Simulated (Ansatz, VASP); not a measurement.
## Si2Mo: VASP beside Ansatz

File INCAR:

```
SYSTEM = Si2Mo
ALGO = Normal
EDIFF = 1E-6
ENCUT = 520
GGA = PE
ISIF = 2
ISMEAR = 0
LASPH = .TRUE.
LCHARG = .TRUE.
LELF = .TRUE.
LREAL = .FALSE.
LVHAR = .TRUE.
LWAVE = .FALSE.
NBANDS = 18
NELM = 100
PREC = Accurate
SIGMA = 0.1
```

File KPOINTS:

```
k-points
0
G
  8 8 8
  0 0 0
```

The input POSCAR:

```
Si2Mo
1.0
   -1.6000000000      1.6000000000      3.9305000000
    1.6000000000     -1.6000000000      3.9305000000
    1.6000000000      1.6000000000     -3.9305000000
Si Mo
2 1
Direct
    0.3330000000      0.3330000000      0.0000000000
    0.6670000000      0.6670000000      0.0000000000
    0.0000000000      0.0000000000      0.0000000000
```

Input for Ansatz:

```yaml
crystal:
  lattice:
    - [-1.6, 1.6, 3.9305]
    - [1.6, -1.6, 3.9305]
    - [1.6, 1.6, -3.9305]
  atoms:
    - { symbol: Si, position: [0.333, 0.333, 0.0] }
    - { symbol: Si, position: [0.667, 0.667, 0.0] }
    - { symbol: Mo, position: [0.0, 0.0, 0.0] }
basis:
  ecutwfc: 420
kpoints:
  mp_grid: { grid: [8, 8, 8] }
hamiltonian:
  xc: pbe
scf:
  occupations: { method: gaussian, width: 0.1 }
output:
  forces: true
  stress: true
  eigenvalues: true
```

Alike in both runs: task single point; functional PBE; k mesh 8 × 8 × 8; occupations gaussian, width 0.1 eV; no spin polarisation.

```csv
,VASP,Ansatz
version,VASP 6.6.1,Ansatz 0.2.0
potentials or method,"VASP PAW PBE potentials, release 64 (Si, Mo_sv), cutoff 520 eV","scalar-relativistic, plane waves, PAW"
valence electrons in the cell,22,22
```

Ansatz gave:

* gap on the k mesh at the Fermi level (eV): none
* pressure (GPa): 2.2
* traceless stress, the component that is largest in VASP (GPa): -1.04
* rms of the force components (eV/Å): 0.150

What did VASP give for the same quantities?

gap on the k mesh at the Fermi level (eV): none; pressure (GPa): 2.4; traceless stress, the component that is largest in VASP (GPa): -1.05; rms of the force components (eV/Å): 0.148.

Atom by atom the forces differ by 0.002 eV/Å (rms over components). A gap of «none» marks a metal or a gap that the smearing closes.
